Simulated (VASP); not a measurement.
# TiAl30 (a cell with a defect) in VASP: notebook, part 2 of 3

VASP 6.6.1.

### 3 Single point, PBE+D3(BJ)

The input, INCAR:

```
SYSTEM = TiAl30
PREC = Accurate ; ENCUT = 520
EDIFF = 1E-6 ; ISMEAR = -1
SIGMA = 0.15 ; LREAL = Auto
LASPH = .True. ; NELM = 100
ALGO = Normal ; ISIF = 2
LWAVE = .False. ; LCHARG = .False.
GGA = PE ; IVDW = 12
NBANDS = 72
```

The input, KPOINTS:

```
Automatic mesh
0
Gamma
  3 3 3
  0 0 0
```

The input, POSCAR:

```
TiAl30
1.0
    8.1000000000      0.0000000000      0.0000000000
    0.0000000000      8.1000000000      0.0000000000
    0.0000000000      0.0000000000      8.1000000000
Al Ti
30 1
Direct
    0.5011501235      0.0011125926      0.0008585185
    0.7494801235      0.2513843210      0.0011553086
    0.7499809877      0.0012277778      0.2499935802
    0.0004453086      0.0007734568      0.0024887654
    0.2513783951      0.2506295062      0.0023948148
    0.5005858025      0.5010085185      0.0010832099
    0.7518682716      0.7504183951     -0.0009713580
    0.2524843210     -0.0026076543      0.2556602469
    0.5001439506      0.2511259259      0.2507730864
    0.7497591358      0.5011361728      0.2504470370
    0.4946427160     -0.0028059259      0.4982104938
    0.7481880247      0.2505500000      0.5000055556
    0.7482012346      0.0005891358      0.7502412346
    0.0011429630      0.5011874074      0.0022988889
    0.2530586420      0.7517914815      0.0018911111
    0.0018004938      0.2510246914      0.2510397531
    0.2524748148      0.5053827160      0.2552585185
    0.0019169136     -0.0003924691      0.5032704938
    0.2492522222      0.2520071605      0.5019713580
    0.4959165432      0.5054504938      0.4985966667
    0.7484109877      0.7519254321      0.4978243210
    0.2478675309     -0.0001771605      0.7491530864
    0.5000429630      0.2511920988      0.7491818519
    0.7486835802      0.5013700000      0.7500670370
    0.0081823457      0.7511324691      0.2564127160
    0.0009560494      0.5028764198      0.5034741975
   -0.0029144444      0.2506045679      0.7536464198
    0.2476225926      0.5026811111      0.7497041975
    0.4947198765      0.7508123457      0.7429318519
    0.0027548148      0.7511861728      0.7478583951
    0.5040754321      0.7512361728      0.2464555556
```

Potentials or basis: VASP PAW PBE potentials, release 64 (Al, Ti_sv).

The run is started by

```sh
> cat potpaw_PBE.64/Al/POTCAR potpaw_PBE.64/Ti_sv/POTCAR > POTCAR
> mpirun -np 1 vasp_std > vasp.out
```

OUTCAR:

```text
SYSTEM = TiAl30
   PREC = Accurate
   ENCUT = 520
   EDIFF = 1E-6
   ISMEAR = -1
   LREAL = Auto
   LASPH = .True.
   NELM = 100
   ISIF = 2
   GGA = PE
   IVDW = 12
 IVDW          = 12

 ion  position               nearest neighbor table
   1  0.501  0.001  0.001-  31 2.84  15 2.85  13 2.85   3 2.85   2 2.86   5 2.86   9 2.86   7 2.87
                            23 2.87   8 2.88  22 2.89  29 2.91
   2  0.749  0.251  0.001-  27 2.84   6 2.86   1 2.86   9 2.86   3 2.86  10 2.86  24 2.87  23 2.87
                            14 2.87   4 2.87  13 2.87  16 2.88
   3  0.750  0.001  0.250-  31 2.84  21 2.85   1 2.85   4 2.85   2 2.86  12 2.86   9 2.86  16 2.87
                             7 2.87  11 2.88  18 2.89  25 2.91
   4  0.000  0.001  0.002-   3 2.85  27 2.86  16 2.86   7 2.86   5 2.87  22 2.87   2 2.87  15 2.87
                            25 2.88  30 2.89  13 2.89   8 2.89
   5  0.251  0.251  0.002-   9 2.85  16 2.85   1 2.86   6 2.86   4 2.87  14 2.87  23 2.87  27 2.88
                            22 2.89  28 2.89   8 2.90  17 2.91
   6  0.501  0.501  0.001-  31 2.84  15 2.85   2 2.86  10 2.86  24 2.86   9 2.86   5 2.86   7 2.87
                            23 2.87  17 2.88  28 2.89  29 2.91
   7  0.752  0.750  0.999-  31 2.84  24 2.85  14 2.86   4 2.86  13 2.86   6 2.87  10 2.87   1 2.87
                             3 2.87  30 2.88  29 2.94  25 2.94
   8  0.252  0.997  0.256-  11 2.78  25 2.81  31 2.85  18 2.85  15 2.86  19 2.87   9 2.87   1 2.88
                            16 2.89   4 2.89   5 2.90
   9  0.500  0.251  0.251-   5 2.85  12 2.85   2 2.86   6 2.86  10 2.86   3 2.86   1 2.86  11 2.87
[... 31 lines left out ...]
  25  0.008  0.751  0.256-  17 2.81   8 2.81  18 2.84  26 2.84  15 2.86  21 2.87   4 2.88  14 2.89
                             3 2.91  10 2.91   7 2.94
  26  0.001  0.503  0.503-  30 2.82  28 2.82  25 2.84  24 2.86  19 2.86  17 2.86  21 2.87  27 2.88
                            10 2.89  16 2.89  12 2.89
  27  0.997  0.251  0.754-   2 2.84   4 2.86  13 2.86  24 2.86  14 2.86  18 2.87  22 2.87  26 2.88
                            12 2.88  28 2.88   5 2.88  19 2.89
  28  0.248  0.503  0.750-  26 2.82  30 2.83  29 2.84  19 2.85  14 2.86  20 2.86  15 2.87  27 2.88
                            23 2.89   6 2.89   5 2.89
  29  0.495  0.751  0.743-  20 2.80  11 2.81  28 2.84  22 2.84  21 2.86  15 2.87  13 2.88  24 2.88
                             6 2.91   1 2.91   7 2.94
  30  0.003  0.751  0.748-  26 2.82  18 2.82  28 2.83  22 2.83   7 2.88  24 2.89  13 2.89   4 2.89
                            15 2.89  21 2.89  14 2.89
  31  0.504  0.751  0.246-   7 2.84   1 2.84  15 2.84   6 2.84  21 2.84  10 2.84   3 2.84  17 2.85
                            11 2.85   8 2.85  20 2.85

[... 219 lines left out ...]
 number of electron     101.9999997 magnetization

 Free energy of the ion-electron system (eV)
  ---------------------------------------------------
  ext. energy  EPLUGINS =         0.00000000
  ---------------------------------------------------
  free energy    TOTEN  =      -121.03768232 eV

  energy without entropy =     -120.03132822  energy(sigma->0) =     -120.53450527

 E-fermi :   7.5214     XC(G=0): -10.0790

 val. band max:        7.5204986969   @ k =   0.3333  -0.3333   0.3333
 cond. band min:       7.5391477981   @ k =   0.3333  -0.3333   0.3333
 fundamental gap:      0.0186491012
 Fermi energy:         7.5213502396

 k-point     1 :       0.0000    0.0000    0.0000
  band No.  band energies     occupation
      1     -49.4158      2.00000
      2     -25.7102      2.00000
      3     -25.6965      2.00000
      4     -25.6713      2.00000
      5      -3.2619      2.00000
      6      -1.1645      2.00000
[... 913 lines left out ...]
     62       9.2821      0.00002
     63       9.2877      0.00002
 [bands above 63 left out]

------------------------ aborting loop because EDIFF is reached ----------------------------------------

 Edisp (eV)  -10.26484

 E8    (eV) :    -4.6017

  FORCE on cell =-STRESS in cart. coord.  units (eV):
  Direction    XX          YY          ZZ          XY          YZ          ZX
  --------------------------------------------------------------------------------------
  -------------------------------------------------------------------------------------
  Total     -15.01062   -14.71323   -14.99646     0.01063    -0.00777    -0.70883
  in kB     -45.25370   -44.35715   -45.21101     0.03205    -0.02344    -2.13696
  external pressure =      -44.94 kB  Pullay stress =        0.00 kB

 VOLUME and BASIS-vectors are now :
 -----------------------------------------------------------------------------
  energy-cutoff  :      520.00
  volume of cell :      531.44
      direct lattice vectors                 reciprocal lattice vectors
     8.100000000  0.000000000  0.000000000     0.123456790  0.000000000  0.000000000
     0.000000000  8.100000000  0.000000000     0.000000000  0.123456790  0.000000000
     0.000000000  0.000000000  8.100000000     0.000000000  0.000000000  0.123456790

 POSITION                                       TOTAL-FORCE (eV/Angst)
 -----------------------------------------------------------------------------------
      4.05932      0.00901      0.00695        -0.000388      0.003868      0.006951
      6.07079      2.03621      0.00936         0.002287      0.000571      0.012665
      6.07485      0.00995      2.02495        -0.006152      0.006418     -0.000745
      0.00361      0.00627      0.02016         0.000611     -0.003650      0.001859
      2.03617      2.03010      0.01940        -0.005149      0.007951      0.010843
      4.05475      4.05817      0.00877         0.002633      0.000447      0.003568
[... 23 lines left out ...]
      0.02231      6.08461      6.05765         0.011409      0.003069     -0.001385
      4.08301      6.08501      1.99629         0.010689      0.000727      0.002431
 -----------------------------------------------------------------------------------
    total drift:                                0.005689      0.064644      0.029804

  FREE ENERGIE OF THE ION-ELECTRON SYSTEM (eV)
  ---------------------------------------------------
  free  energy   TOTEN  =      -131.3025176392 eV

  energy  without entropy=     -130.2961635404  energy(sigma->0) =     -130.79934059
```

OSZICAR:

```text
N       E                     dE             d eps       ncg     rms          rms(c)
DAV:   1     0.259246637965E+03    0.25925E+03   -0.37496E+04  2128   0.117E+03
DAV:   2    -0.915728138336E+02   -0.35082E+03   -0.33053E+03  2264   0.188E+02
DAV:   3    -0.121927447543E+03   -0.30355E+02   -0.29087E+02  2800   0.491E+01
DAV:   4    -0.124131151513E+03   -0.22037E+01   -0.21814E+01  2920   0.115E+01
DAV:   5    -0.124199873150E+03   -0.68722E-01   -0.68652E-01  2704   0.190E+00    0.124E+01
DAV:   6    -0.128399214733E+03   -0.41993E+01   -0.48539E+01  3216   0.208E+01    0.327E+01
DAV:   7    -0.121457109386E+03    0.69421E+01   -0.81457E+01  2784   0.365E+01    0.624E+00
DAV:   8    -0.121387538964E+03    0.69570E-01   -0.63666E+00  2384   0.586E+00    0.419E+00
DAV:   9    -0.121079833628E+03    0.30771E+00   -0.10040E+00  2608   0.328E+00    0.100E+00
DAV:  10    -0.121039587558E+03    0.40246E-01   -0.15503E-01  2528   0.127E+00    0.555E-01
DAV:  11    -0.121038187139E+03    0.14004E-02   -0.27436E-02  2440   0.560E-01    0.389E-01
DAV:  12    -0.121037799991E+03    0.38715E-03   -0.61171E-03  2368   0.260E-01    0.229E-01
DAV:  13    -0.121037700496E+03    0.99495E-04   -0.59397E-04  2688   0.899E-02    0.896E-02
DAV:  14    -0.121037681591E+03    0.18905E-04   -0.30993E-04  2480   0.590E-02    0.131E-02
DAV:  15    -0.121037682407E+03   -0.81625E-06   -0.19255E-05  2400   0.162E-02    0.863E-03
DAV:  16    -0.121037682319E+03    0.88869E-07   -0.18570E-06  1704   0.504E-03
   1 F= -.13130252E+03 E0= -.13079934E+03  d E =-.100635E+01
```

It took 15 min on 1 thread of Intel Xeon 6975P-C (Granite Rapids), shared host; peak memory 0.65 GiB.

What came out:

```
Free energy                : -131.3025 eV
Pressure                   : -4.5 GPa
Largest force              : 0.021 eV/Å
Band gap on the k mesh     : zero (band 51 reaches 7.59 eV, above the bottom of band 52 at 7.52 eV)
Dispersion energy per atom : -0.331 eV
```

Forces on the atoms (eV/Å):
```
Al   0.000  0.004  0.007
Al   0.002  0.001  0.013
Al  -0.006  0.006 -0.001
Al   0.001 -0.004  0.002
Al  -0.005  0.008  0.011
Al   0.003  0.000  0.004
Al   0.006  0.013  0.002
Al  -0.005 -0.009 -0.012
Al  -0.001  0.007  0.009
Al   0.004 -0.004 -0.003
Al   0.017 -0.009  0.009
Al  -0.006  0.009 -0.009
Al  -0.002  0.001  0.002
Al  -0.009  0.002  0.013
Al   0.000 -0.010  0.010
Al   0.007  0.010  0.004
Al  -0.002 -0.005  0.008
Al   0.004 -0.001 -0.001
Al  -0.005 -0.005 -0.007
Al  -0.017 -0.008 -0.009
Al  -0.001 -0.009 -0.009
Al  -0.007 -0.009 -0.004
Al  -0.003  0.004 -0.010
Al  -0.010  0.001  0.005
Al   0.005 -0.005  0.003
Al   0.019 -0.008 -0.007
Al   0.007  0.011 -0.004
Al  -0.005  0.001 -0.016
Al  -0.011  0.007 -0.006
Al   0.011  0.003 -0.001
Ti   0.011  0.001  0.002
```

Levels at points of the mesh, in eV from the Fermi level:
```csv
k point,band 47,band 48,band 49,band 50,band 51,band 52,band 53,band 54,band 55,band 56
"(0.00, 0.00, 0.00)",-0.37,-0.33,-0.29,-0.08,0.06,0.47,0.47,0.53,0.58,0.59
```

(Continued in part 3 of 3.)
